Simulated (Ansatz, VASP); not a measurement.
**TiAl: VASP beside Ansatz**

The input INCAR:

```
ALGO = Normal
EDIFF = 1E-6
ENCUT = 500
GGA = PS
GGA_COMPAT = F
ISIF = 2
ISMEAR = 0
LASPH = T
LCHARG = F
LREAL = F
LWAVE = F
NBANDS = 14
NELM = 120
PREC = Accurate
SIGMA = 0.15
```

File KPOINTS:

```
k-points
0
Gamma
  24 24 14
```

Contents of POSCAR:

```
TiAl
1.0
    2.7054302201      0.0000000000      0.0000000000
   -1.3527151100      2.3429712988      0.0000000000
    0.0000000000      0.0000000000      4.6199447408
Ti Al
1 1
Direct
    0.0000000000      0.0000000000      0.0000000000
    0.3333333333      0.6666666667      0.5000000000
```

Input for Ansatz:

```yaml
crystal:
  lattice:
    - [2.7054302201, 0.0, 0.0]
    - [-1.35271511, 2.3429712988, 0.0]
    - [0.0, 0.0, 4.6199447408]
  atoms:
    - { symbol: Ti, position: [0.0, 0.0, 0.0] }
    - { symbol: Al, position: [0.3333333333, 0.6666666667, 0.5] }
basis:
  ecutwfc: 420
kpoints:
  mp_grid: { grid: [24, 24, 14] }
hamiltonian:
  xc: pbesol
scf:
  occupations: { method: gaussian, width: 0.15 }
output:
  forces: true
  stress: true
  eigenvalues: true
```

Change from the starting cell: strain -0.0500 x Voigt [1, 1, 0, 0, 0, 0], atoms carried along.

Alike in both runs: task single point; functional PBEsol; k mesh 24 × 24 × 14; occupations gaussian, width 0.15 eV; no spin polarisation.

|  | VASP | Ansatz |
| --- | --- | --- |
| version | VASP 6.6.1 | Ansatz 0.2.0 |
| potentials or method | VASP PAW PBE potentials, release 64 (Ti_sv, Al), cutoff 500 eV | scalar-relativistic, plane waves, PAW |
| valence electrons in the cell | 15 | 15 |

|  | VASP | Ansatz | Ansatz less VASP |
| --- | --- | --- | --- |
| gap on the k mesh at the Fermi level (eV) | none | none | - |
| pressure (GPa) | 13.1 | 13.2 | +0.08 |
| traceless stress, the component that is largest in VASP (GPa) | -5.72 | -5.81 | -0.085 |

VASP's potentials were made for PBE, not for PBEsol. A gap of «none» marks a metal or a gap that the smearing closes.
